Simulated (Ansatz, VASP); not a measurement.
# One calculation of Zr, two programs

```
Zr
1.0
     3.23200    0.00000    0.00000
    -1.61600    2.79899    0.00000
     0.00000    0.00000    5.14700
Zr
2
Direct
  0.66667 0.33333 0.75000
  0.33333 0.66667 0.25000
```

Alike in both runs: task single point; functional HSE06; k mesh 6 × 6 × 4; occupations fermi-dirac, width 0.05 eV; no spin polarisation.

```csv
,VASP,Ansatz
version,VASP 6.6.1,Ansatz 0.2.0
potentials or method,"VASP PAW PBE potentials, release 64 (Zr_sv)",Ansatz PAW
plane-wave cutoff (eV),520,420
valence electrons in the cell,24,24
```

VASP gave:

| Property | Result |
| --- | --- |
| gap on the k mesh at the Fermi level (eV) | none |
| pressure (GPa) | 0.7 |
| traceless stress, the component that is largest in VASP (GPa) | -0.16 |

What did Ansatz give for the same quantities?

gap on the k mesh at the Fermi level (eV): none; pressure (GPa): 0.6; traceless stress, the component that is largest in VASP (GPa): -0.17.

A gap of «none» marks a metal or a gap that the smearing closes.

The k mesh is coarse, so the values compare programs but aren't converged.
